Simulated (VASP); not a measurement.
# Na3MgBiO4 (Amm2) in VASP: notebook

Na3MgBiO4 is run at these levels: PBE; tasks: single point.

Everything below comes from runs of VASP 6.6.1. Logs are shortened: lines on timing, memory, paths and dates and some standing lists are left out, and cuts for length are marked.

## (1) The cell of the first run

Symmetry: Amm2, No. 38, orthorhombic system. The conventional cell has a = 3.348 Å, b = 6.556 Å, c = 11.717 Å, α = 90.00°, β = 90.00°, γ = 90.00°. Na (site symmetry m) has 6 O at 2.44 to 3.36 Å and 1 Mg at 2.63 Å and 6 Na at 2.88 to 3.35 Å within 3.4 Å. Na (site symmetry mm2) has 5 O at 2.26 to 2.45 Å and 2 Mg at 2.71 Å and 4 Na at 2.88 Å within 3.0 Å. Within 2.8 Å of Mg (site symmetry mm2) lie 4 O at 1.99 to 2.03 Å and 4 Na at 2.63 to 2.71 Å. Bi (site symmetry mm2) has 5 O at 2.15 to 2.46 Å within 2.8 Å. O (site symmetry m) has 1 Mg at 2.03 Å and 3 Na at 2.45 to 2.50 Å and 2 Bi at 2.46 Å within 2.7 Å. O (site symmetry mm2) has 2 Mg at 1.99 Å and 4 Na at 2.53 Å within 2.6 Å. Within 2.8 Å of O (site symmetry mm2) lie 1 Bi at 2.15 Å and 5 Na at 2.26 to 2.44 Å.

## (2) Single point, PBE

Input file INCAR:

```
SYSTEM = Na3MgBiO4
ALGO = Normal ; EDIFF = 1E-7
ENCUT = 520 ; GGA = PE
ISIF = 2 ; ISMEAR = 0
LASPH = .TRUE. ; LCHARG = .FALSE.
LREAL = .FALSE. ; LWAVE = .FALSE.
NBANDS = 41 ; NELM = 100
PREC = Accurate ; SIGMA = 0.1
```

Input file KPOINTS:

```
k-points
0
G
  6 4 4
  0 0 0
```

Input file POSCAR:

```
Na3MgBiO4
1.0
    3.3478805890      0.0000000000      0.0000000000
    0.0000000000      3.2778160922      5.8582531483
    0.0000000000     -3.2778160922      5.8582531483
Na Mg Bi O
3 1 1 4
Direct
    0.0000000000      0.0435681100      0.5363677000
    0.5000000000      0.9302334300      0.9302334300
    0.0000000000      0.5363677000      0.0435681100
    0.0000000000      0.1126537300      0.1126537300
    0.5000000000      0.5535980500      0.5535980500
    0.0000000000      0.2426694500      0.7636750300
    0.5000000000      0.2051688400      0.2051688400
    0.0000000000      0.7636750300      0.2426694500
    0.5000000000      0.7370077700      0.7370077700
```

Potentials or basis: VASP PAW PBE potentials, release 64 (Na_pv, Mg, Bi_d, O).

The run is started by

```sh
> cat potpaw_PBE.64/Na_pv/POTCAR potpaw_PBE.64/Mg/POTCAR potpaw_PBE.64/Bi_d/POTCAR potpaw_PBE.64/O/POTCAR > POTCAR
> mpirun -np 1 vasp_std > vasp.out
```

OUTCAR:

```text
SYSTEM = Na3MgBiO4
   EDIFF = 1E-7
   ENCUT = 520
   GGA = PE
   ISIF = 2
   ISMEAR = 0
   LASPH = .TRUE.
   LREAL = .FALSE.
   NELM = 100
   PREC = Accurate

 ion  position               nearest neighbor table
   1  0.000  0.044  0.536-   4 2.63
   2  0.500  0.930  0.930-   9 2.26   4 2.71   4 2.71
   3  0.000  0.536  0.044-   4 2.63
   4  0.000  0.113  0.113-   7 1.99   7 1.99   8 2.03   6 2.03   1 2.63   3 2.63   2 2.71   2 2.71
                             5 3.74   5 3.74   5 3.74   5 3.74
   5  0.500  0.554  0.554-   9 2.15   8 2.46   6 2.46   6 2.46   8 2.46   4 3.74   4 3.74   4 3.74
                             4 3.74
   6  0.000  0.243  0.764-   4 2.03   5 2.46   5 2.46
   7  0.500  0.205  0.205-   4 1.99   4 1.99
   8  0.000  0.764  0.243-   4 2.03   5 2.46   5 2.46
   9  0.500  0.737  0.737-   5 2.15   2 2.26

  LATTYP: Found a base centered orthorhombic cell.
 ALAT       =     6.5556321844
 B/A-ratio  =     1.7872427810
 C/A-ratio  =     0.5106876797

  Lattice vectors:

 A1 = (   0.0000000000,   3.2778160922,  -5.8582531483)
 A2 = (   0.0000000000,   3.2778160922,   5.8582531483)
 A3 = (   3.3478805890,   0.0000000000,   0.0000000000)

Analysis of symmetry for initial positions (statically):
=====================================================================
 Subroutine PRICEL returns:
 Original cell was already a primitive cell.

 Routine SETGRP: Setting up the symmetry group for a
 base centered orthorhombic supercell.

 Subroutine GETGRP returns: Found  4 space group operations
 (whereof  4 operations were pure point group operations)
 out of a pool of  8 trial point group operations.

The static configuration has the point symmetry C_2v.

Analysis of symmetry for dynamics (positions and initial velocities):
=====================================================================
 Subroutine PRICEL returns:
 Original cell was already a primitive cell.

 Routine SETGRP: Setting up the symmetry group for a
 base centered orthorhombic supercell.

 Subroutine GETGRP returns: Found  4 space group operations
 (whereof  4 operations were pure point group operations)
 out of a pool of  8 trial point group operations.

The dynamic configuration has the point symmetry C_2v.

 Subroutine INISYM returns: Found  4 space group operations
 (whereof  4 operations are pure point group operations),
 and found     1 'primitive' translations

----------------------------------------------------------------------------------------

                                     Primitive cell

  volume of cell :     128.5739

  direct lattice vectors                    reciprocal lattice vectors
     3.347880589  0.000000000  0.000000000     0.298696436  0.000000000  0.000000000
     0.000000000  3.277816092  5.858253148     0.000000000  0.152540590  0.085349675
     0.000000000 -3.277816092  5.858253148     0.000000000 -0.152540590  0.085349675

  length of vectors
     3.347880589  6.712913547  6.712913547     0.298696436  0.174794732  0.174794732

  position of ions in fractional coordinates (direct lattice)
     0.000000000  0.043568110  0.536367700
     0.500000000  0.930233430  0.930233430
     0.000000000  0.536367700  0.043568110
     0.000000000  0.112653730  0.112653730
     0.500000000  0.553598050  0.553598050
     0.000000000  0.242669450  0.763675030
     0.500000000  0.205168840  0.205168840
     0.000000000  0.763675030  0.242669450
     0.500000000  0.737007770  0.737007770

  ion indices of the primitive-cell ions
   primitive index   ion index
                 1           1
                 2           2
                 3           3
                 4           4
                 5           5
                 6           6
                 7           7
                 8           8
                 9           9

----------------------------------------------------------------------------------------

 KPOINTS: k-points

Automatic generation of k-mesh.
 Grid dimensions read from file:
 generate k-points for:    6    4    4

 Generating k-lattice:

  Cartesian coordinates                     Fractional coordinates (reciprocal lattice)
     0.049782739  0.000000000  0.000000000     0.166666667  0.000000000  0.000000000
     0.000000000  0.038135147  0.021337419     0.000000000  0.250000000  0.000000000
     0.000000000 -0.038135147  0.021337419     0.000000000  0.000000000  0.250000000

  Length of vectors
     0.049782739  0.043698683  0.043698683

  Shift w.r.t. Gamma in fractional coordinates (k-lattice)
     0.000000000  0.000000000  0.000000000

 Subroutine IBZKPT returns following result:
 ===========================================

 Found     28 irreducible k-points:

 Following reciprocal coordinates:
            Coordinates               Weight
  0.000000  0.000000  0.000000      1.000000
  0.166667  0.000000  0.000000      2.000000
  0.333333  0.000000  0.000000      2.000000
  0.500000  0.000000  0.000000      1.000000
  0.000000  0.250000  0.000000      4.000000
  0.166667  0.250000  0.000000      8.000000
[... 16 lines left out ...]
  0.333333 -0.250000  0.250000      4.000000
  0.500000 -0.250000  0.250000      2.000000
 [... further k-points ...]
   k-points           NKPTS =     28   k-points in BZ     NKDIM =     28   number of bands    NBANDS=     41
   number of dos      NEDOS =    301   number of ions     NIONS =      9
   total plane-waves  NPLWV =  70000
   dimension x,y,z NGX =    28 NGY =   50 NGZ =   50
   dimension x,y,z NGXF=    56 NGYF=  100 NGZF=  100
   ions per type =               3   1   1   4
   NGX,Y,Z   is equivalent  to a cutoff of  13.90, 12.38, 12.38 a.u.
   NGXF,Y,Z  is equivalent  to a cutoff of  27.81, 24.77, 24.77 a.u.
 SYSTEM =  Na3MgBiO4
   PREC   = accura    normal or accurate (medium, high low for compatibility)
   ISTART =      0    job   : 0-new  1-cont  2-samecut
   ICHARG =      2    charge: 1-file 2-atom 10-const
   ISPIN  =      1    spin polarized calculation?
   LNONCOLLINEAR =      F non collinear calculations
   LSORBIT =      F    spin-orbit coupling
   LASPH  =      T    aspherical Exc in radial PAW
   ENCUT  =  520.0 eV  38.22 Ry    6.18 a.u.   6.22 12.48 12.48*2*pi/ulx,y,z
   NELM   =    100;   NELMIN=  2; NELMDL= -5     # of ELM steps
   EDIFF  = 0.1E-06   stopping-criterion for ELM
   LREAL  =      F    real-space projection
   EDIFFG = 0.1E-05   stopping-criterion for IOM
   NSW    =      0    number of steps for IOM
   IBRION =     -1    ionic relax: 0-MD 1-quasi-New 2-CG
   NFREE  =      0    steps in history (QN), initial steepest desc. (CG)
   ISIF   =      2    stress and relaxation
   ISYM   =      2    0-nonsym 1-usesym 2-fastsym
   POTIM  = 0.5000    time-step for ionic-motion
   TEBEG  =    0.0;   TEEND  =   0.0 temperature during run
   PSTRESS=    0.0 pullay stress
   NELECT =      62.0000    total number of electrons
   NUPDOWN=      -1.0000    fix difference up-down
   EMIN   =  10.00;   EMAX   =-10.00  energy-range for DOS
   EFERMI =   0.00;   METHOD = LEGACY
   ISMEAR =     0;   SIGMA  =   0.10  broadening in eV -4-tet -1-fermi 0-gaus
   EFERMI_NEDOS =   21; number of points for ismear=-14 and -15
   IALGO  =     38    algorithm
   IMIX   =      4    mixing-type and parameters
     AMIX     =   0.40;   BMIX     =  1.00
     AMIX_MAG =   1.60;   BMIX_MAG =  1.00
  volume/ion in A,a.u.               =      14.29        96.41
  Fermi-wavevector in a.u.,A,eV,Ry     =   1.283772  2.425977 22.423355  1.648070
  Thomas-Fermi vector in A             =   2.416005
   LORBIT       =      0    0 simple, 1 ext, 2 COOP (PROOUT), +10 PAW based schemes
   GGA     = PE    functional components
   LHFCALC =     F    Hartree Fock is set to
   AEXX    =    0.0000 exact exchange contribution
   IVDW    =     0    specifies the selected vdW correction
   LEPSILON=     F    determine dielectric tensor
   LRPA    =     F    only Hartree local field effects (RPA)
 non-spin polarized calculation
 Gauss-broadening in eV      SIGMA  =   0.10
  energy-cutoff  :      520.00
  volume of cell :      128.57
 maximum number of plane-waves:      3488
 NGX is ok and might be reduce to    28
   NGX = 13   NGY = 25   NGZ = 25

 number of electron      62.0000000 magnetization

 Free energy of the ion-electron system (eV)
  ---------------------------------------------------
  ext. energy  EPLUGINS =         0.00000000
  ---------------------------------------------------
  free energy    TOTEN  =       -42.77785595 eV

  energy without entropy =      -42.77785595  energy(sigma->0) =      -42.77785595

 E-fermi :   3.2604     XC(G=0):  -9.5927

 val. band max:        2.7317461390   @ k =   0.1667   0.5000   0.0000
 cond. band min:       4.9978044403   @ k =   0.5000   0.5000   0.5000
 fundamental gap:      2.2660583013
 Fermi energy:         3.2603890446

 k-point     1 :       0.0000    0.0000    0.0000
  band No.  band energies     occupation
      1     -20.0585      2.00000
      2     -20.0081      2.00000
      3     -19.9897      2.00000
      4     -19.6852      2.00000
      5     -19.6424      2.00000
      6     -19.6300      2.00000
[... 33 lines left out ...]
     40      12.2530      0.00000
     41      12.5386      0.00000

 k-point     2 :       0.1667    0.0000    0.0000
  band No.  band energies     occupation
      1     -20.0535      2.00000
      2     -20.0150      2.00000
      3     -20.0013      2.00000
      4     -19.6783      2.00000
      5     -19.6453      2.00000
      6     -19.6166      2.00000
[... 33 lines left out ...]
     40      12.0918      0.00000
     41      12.5613      0.00000

 k-point     3 :       0.3333    0.0000    0.0000
  band No.  band energies     occupation
      1     -20.0627      2.00000
      2     -20.0443      2.00000
      3     -19.9872      2.00000
      4     -19.6672      2.00000
      5     -19.6523      2.00000
      6     -19.6045      2.00000
[... 33 lines left out ...]
     40      11.0387      0.00000
     41      11.9360      0.00000

 k-point     4 :       0.5000    0.0000    0.0000
  band No.  band energies     occupation
      1     -20.0854      2.00000
      2     -20.0402      2.00000
      3     -19.9800      2.00000
      4     -19.6626      2.00000
      5     -19.6570      2.00000
      6     -19.5990      2.00000
[... 825 lines left out ...]
     40      12.0001      0.00000
     41      12.2856      0.00000

 k-point    23 :       0.3333   -0.2500    0.2500
  band No.  band energies     occupation
      1     -20.0633      2.00000
      2     -20.0432      2.00000
      3     -19.9873      2.00000
      4     -19.6676      2.00000
      5     -19.6473      2.00000
      6     -19.5814      2.00000
[... 33 lines left out ...]
     40      11.4542      0.00000
     41      12.0122      0.00000

 k-point    24 :       0.5000   -0.2500    0.2500
  band No.  band energies     occupation
      1     -20.0867      2.00000
      2     -20.0395      2.00000
      3     -19.9804      2.00000
      4     -19.6679      2.00000
      5     -19.6441      2.00000
      6     -19.5859      2.00000
[... 33 lines left out ...]
     40      11.1402      0.00000
     41      11.6174      0.00000

 [... further k-points ...]

------------------------ aborting loop because EDIFF is reached ----------------------------------------

  FORCE on cell =-STRESS in cart. coord.  units (eV):
  Direction    XX          YY          ZZ          XY          YZ          ZX
  --------------------------------------------------------------------------------------
  -------------------------------------------------------------------------------------
  Total        0.1155838      0.0652378     -0.2473554      0.0000000      0.0000000      0.0000000
  in kB        1.4403064      0.8129378     -3.0823315      0.0000000      0.0000000      0.0000000
  external PRESSURE =      -0.2763624 kB  Pullay stress =       0.0000000 kB

 VOLUME and BASIS-vectors are now :
 -----------------------------------------------------------------------------
  energy-cutoff  :      520.00
  volume of cell :      128.57
      direct lattice vectors                 reciprocal lattice vectors
     3.347880589  0.000000000  0.000000000     0.298696436  0.000000000  0.000000000
     0.000000000  3.277816092  5.858253148     0.000000000  0.152540590  0.085349675
     0.000000000 -3.277816092  5.858253148     0.000000000 -0.152540590  0.085349675

 POSITION                                       TOTAL-FORCE (eV/Angst)
 -----------------------------------------------------------------------------------
      0.00000     -1.61531      3.39741         0.000000      0.002330      0.020585
      1.67394      0.00000     10.89909         0.000000      0.000000      0.027979
      0.00000      1.61531      3.39741         0.000000     -0.002330      0.020585
      0.00000      0.00000      1.31991         0.000000      0.000000      0.000373
      1.67394      0.00000      6.48624         0.000000      0.000000      0.135695
      0.00000     -1.70776      5.89542         0.000000     -0.061303      0.010672
      1.67394      0.00000      2.40386         0.000000      0.000000     -0.093638
      0.00000      1.70776      5.89542         0.000000      0.061303      0.010672
      1.67394      0.00000      8.63516         0.000000      0.000000     -0.132922
 -----------------------------------------------------------------------------------
    total drift:                                0.000000      0.000000      0.000692

  FREE ENERGIE OF THE ION-ELECTRON SYSTEM (eV)
  ---------------------------------------------------
  free  energy   TOTEN  =       -42.7778559501 eV

  energy  without entropy=      -42.7778559501  energy(sigma->0) =      -42.77785595
```

Run time: 2.2 min. Hardware: 1 thread of Intel Xeon Platinum 8488C (Sapphire Rapids), shared host; peak memory 0.33 GiB.

Results:

```yaml
Free_energy: -42.7779 eV
Pressure: 0.0 GPa
Largest_force: 0.136 eV/Å
Band_gap_on_the_k_mesh: 2.27 eV (least direct gap 2.47 eV)
```

Forces on the atoms (eV/Å):
```
Na   0.000  0.002  0.021
Na   0.000  0.000  0.028
Na   0.000 -0.002  0.021
Mg   0.000  0.000  0.000
Bi   0.000  0.000  0.136
O    0.000 -0.061  0.011
O    0.000  0.000 -0.094
O    0.000  0.061  0.011
O    0.000  0.000 -0.133
```

Levels at points of the mesh, in eV from the valence-band top:
| k point | band 27 | band 28 | band 29 | band 30 | band 31 | band 32 | band 33 | band 34 | band 35 | band 36 |
| --- | --- | --- | --- | --- | --- | --- | --- | --- | --- | --- |
| (0.00, 0.00, 0.00) | -1.18 | -0.96 | -0.86 | -0.73 | -0.28 | 3.23 | 3.23 | 3.79 | 6.66 | 6.92 |
| (0.50, 0.00, 0.00) | -1.58 | -1.47 | -1.34 | -0.21 | -0.15 | 2.60 | 4.46 | 5.41 | 6.60 | 7.01 |
| (0.00, 0.50, 0.00) | -1.09 | -0.93 | -0.78 | -0.74 | -0.17 | 2.48 | 3.56 | 5.22 | 6.61 | 6.74 |
| (0.50, 0.50, 0.00) | -1.58 | -1.32 | -0.89 | -0.76 | -0.22 | 3.08 | 4.15 | 5.21 | 7.04 | 7.23 |
| (0.00, 0.50, 0.50) | -1.18 | -0.97 | -0.75 | -0.61 | -0.29 | 3.06 | 3.63 | 5.52 | 6.24 | 6.69 |
| (0.50, 0.50, 0.50) | -1.47 | -1.46 | -1.27 | -0.43 | -0.21 | 2.27 | 3.61 | 5.33 | 6.92 | 7.07 |

Caveat: spin-orbit coupling is left out, which moves the levels of the heavy elements.

## (3) Single point, PBE

Input file INCAR:

```
SYSTEM = Na3MgBiO4
ALGO = Normal ; EDIFF = 1E-6
ENCUT = 520 ; GGA = PE
ISIF = 2 ; ISMEAR = 0
LASPH = .True. ; LCHARG = .True.
LELF = .True. ; LREAL = .False.
LVHAR = .True. ; LWAVE = .False.
NBANDS = 41 ; NELM = 80
PREC = Accurate ; SIGMA = 0.02
```

Input file KPOINTS:

```
k-points
0
Gamma
  8 6 6
  0 0 0
```

Input file POSCAR:

```
Na3MgBiO4
1.0
    3.3537730388      0.0000000000      0.0000000000
    0.0000000000      3.2790768089      5.8565873386
    0.0000000000     -3.2790768089      5.8565873386
Na Mg Bi O
3 1 1 4
Direct
    0.0000000000      0.0449390779      0.5362706158
    0.5000000000      0.9306573191      0.9306573191
    0.0000000000      0.5362706158      0.0449390779
    0.0000000000      0.1122723901      0.1122723901
    0.5000000000      0.5543525810      0.5543525810
    0.0000000000      0.2421477734      0.7639011104
    0.5000000000      0.2039342764      0.2039342764
    0.0000000000      0.7639011104      0.2421477734
    0.5000000000      0.7364669659      0.7364669659
```

Potentials or basis: VASP PAW PBE potentials, release 64 (Na_pv, Mg, Bi_d, O).

The run is started by

```sh
> cat potpaw_PBE.64/Na_pv/POTCAR potpaw_PBE.64/Mg/POTCAR potpaw_PBE.64/Bi_d/POTCAR potpaw_PBE.64/O/POTCAR > POTCAR
> mpirun -np 1 vasp_std > vasp.out
```

Wall time 5 min (1 thread of Intel Xeon Platinum 8488C (Sapphire Rapids), shared host); peak memory 0.46 GiB.

Results (log left out):

| Item | Value |
| --- | --- |
| Free energy | -42.7804 eV |
| Pressure | 0.0 GPa |
| Largest force | 0.046 eV/Å |
| Band gap on the k mesh | 2.25 eV (least direct gap 2.47 eV) |

Forces on the atoms (eV/Å):
```
Na   0.000  0.000  0.003
Na   0.000  0.000  0.005
Na   0.000  0.000  0.003
Mg   0.000  0.000  0.001
Bi   0.000  0.000 -0.046
O    0.000 -0.016  0.004
O    0.000  0.000 -0.018
O    0.000  0.016  0.004
O    0.000  0.000  0.044
```

Stress tensor (GPa, compression positive):
```
-0.03  0.00  0.00
 0.00 -0.05  0.00
 0.00  0.00  0.05
```

Levels at points of the mesh, in eV from the valence-band top:
```
           k point  band 28  band 29  band 30  band 31  band 32  band 33  band 34  band 35
(0.00, 0.00, 0.00)    -0.98    -0.86    -0.78    -0.30     3.23     3.26     3.77     6.62
(0.50, 0.00, 0.00)    -1.45    -1.34    -0.22    -0.15     2.59     4.51     5.38     6.60
(0.00, 0.50, 0.00)    -0.94    -0.79    -0.77    -0.16     2.49     3.57     5.19     6.59
(0.50, 0.50, 0.00)    -1.36    -0.89    -0.76    -0.22     3.06     4.19     5.18     7.02
(0.00, 0.50, 0.50)    -0.99    -0.80    -0.61    -0.30     3.07     3.63     5.52     6.25
(0.50, 0.50, 0.50)    -1.44    -1.28    -0.43    -0.22     2.25     3.64     5.30     6.89
```

Caveat: spin-orbit coupling is left out, which moves the levels of the heavy elements. A k mesh can miss the band edges.
